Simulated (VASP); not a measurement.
Input of a VASP 6.6.1 run:

The input INCAR:

```
SYSTEM = Al7RhN8
PREC = Accurate
ENCUT = 520
EDIFF = 1E-6
ISMEAR = 0
SIGMA = 0.05
LREAL = Auto
LASPH = .True.
NELM = 150
ALGO = Normal
ISIF = 2
LWAVE = .False.
LCHARG = .True.
ISPIN = 2
MAGMOM = 4 0 0 0 0 0 0 0 0 0 0 0 0 0 0 0
LORBIT = 11
LMAXMIX = 4
LDAU = .True.
LDAUTYPE = 2
LDAUL = 2 -1 -1
LDAUU = 2 0 0
LDAUJ = 0 0 0
LDAUPRINT = 1
GGA = PS
LELF = .True.
LVHAR = .True.
NBANDS = 56
```

File KPOINTS:

```
regular mesh
0
Gamma
  3 3 4
  0 0 0
```

POSCAR

```
Al7RhN8
1.0
    6.2200009000      0.0000000000      0.0000000000
   -3.1100004000      5.3866788000      0.0000000000
    0.0000000000      0.0000000000      4.9800000000
Rh Al N
1 7 8
Direct
    0.3332115613      0.1672873167     -0.0329974836
    0.3371524352      0.6691299461      0.0064966929
    0.8310097354      0.1628412527      0.0067394622
    0.8312705180      0.6690789620      0.0063765683
    0.1638091504      0.3364534779      0.4978083476
    0.1639564111      0.8287378261      0.4974977478
    0.6717424666      0.3364334148      0.4976738655
    0.6665031960      0.8336231416      0.5028267348
    0.3332061996      0.1673614626      0.4090220889
    0.3358177260      0.6684647710      0.3817808908
    0.8317487646      0.1643737163      0.3819538471
    0.8319002051      0.6684144230      0.3817133424
    0.1519113100      0.3481628199      0.8755005379
    0.1521889848      0.8049622370      0.8750210269
    0.6952935430      0.3479837801      0.8753603230
    0.6664697336      0.8336573798      0.8821300011
```

Potentials or basis: VASP PAW PBE potentials, release 64 (Rh_pv, Al, N).

Command:

```sh
$ cat potpaw_PBE.64/Rh_pv/POTCAR potpaw_PBE.64/Al/POTCAR potpaw_PBE.64/N/POTCAR > POTCAR
$ mpirun -np 1 vasp_std > vasp.out
```

(1) What does it give for the site moments?

(2) Estimate the net moment.

(3) What does it give for the largest force?

(4) Estimate the pressure.

Results:

(1) Rh +0.94; Al +0.01, +0.00 (each value once); N +0.01, +0.00, +0.07 (each value once) μB.

(2) 1.50 μB per cell.

(3) 0.137 eV/Å.

(4) 6.6 GPa.

Caveat: the k points lie up to 0.39 Å⁻¹ apart; the PAW data sets were made with another functional, which shifts forces and pressure a little.
